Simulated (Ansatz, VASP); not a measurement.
InSb3: VASP beside Ansatz

```xyz
4
Lattice="0.0000 3.7946 3.7946 3.7946 0.0000 3.7946 3.7946 3.7946 0.0000" Properties=species:S:1:pos:R:3 pbc="T T T"
In    0.0000    0.0000    0.0000
Sb    1.8973    1.8973    1.8973
Sb    5.6918    5.6918    5.6918
Sb    3.7946    3.7946    3.7946
```

Alike in both runs: task single point; functional PBE; k mesh 5 × 5 × 5; occupations fermi-dirac, width 0.05 eV; no spin polarisation.

|  | VASP | Ansatz |
| --- | --- | --- |
| version | VASP 6.6.1 | Ansatz 0.2.0 |
| potentials or method | VASP PAW PBE potentials, release 64 (In_d, Sb), cutoff 520 eV | plane waves, PAW |
| valence electrons in the cell | 28 | 58 |

VASP gave:

```
pressure (GPa) : -0.2
```

Question: What did Ansatz give for the same quantities?

Answer: Pressure (GPa): -0.1.

VASP's potentials hold 28 valence electrons a cell and Ansatz's 58, so a difference there can come from the potentials and not from the codes.

Spin-orbit coupling is off throughout.
